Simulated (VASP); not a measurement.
Runs of VASP 6.6.1 on Pd. The structure is that of space group R-3m (No. 166), or close to it. The cells are those of the table. 

```csv
task,cell,k mesh,gap on the mesh (eV),pressure (GPa),relaxed volume (Å³/atom),largest force (eV/Å)
relaxation of cell and atoms,"relaxed from a = 6.976 Å, angles 22.5°, 3 atoms",9 × 9 × 9,none,0.2,14.55,0.01
single point,"a = 6.976 Å, angles 22.5°, 3 atoms",6 × 6 × 6,none,-0.4,-,-
relaxation of cell and atoms,"relaxed from a = 7.268 Å, angles 23.2°, 3 atoms",6 × 6 × 6,none,0.0,(a),0.02
single point,"a = 7.268 Å, angles 23.2°, 3 atoms",9 × 9 × 9,none,-22.3,-,0.05
single point,"a = 6.951 Å, angles 22.7°, 3 atoms",9 × 9 × 9,none,-0.4,-,0.01
```

Alike in all rows: level PBEsol; potentials or basis VASP PAW PBE potentials, release 64 (Pd); no spin polarisation; cutoff (eV) 500; smearing gaussian 0.1 eV.

Fill in the values left out.

(a) 14.51.

Caveats: some runs use coarse meshes; the PAW data sets were made with another functional, which shifts forces and pressure a little; the volume moved by over 15 % at a fixed basis, so the end points are rough (at least some runs); the cell stands under tension (at least some runs).

A k mesh can miss the band edges, and the runs leave out spin-orbit coupling on Pd.

A gap of «none» marks levels without a gap at the run's occupations.
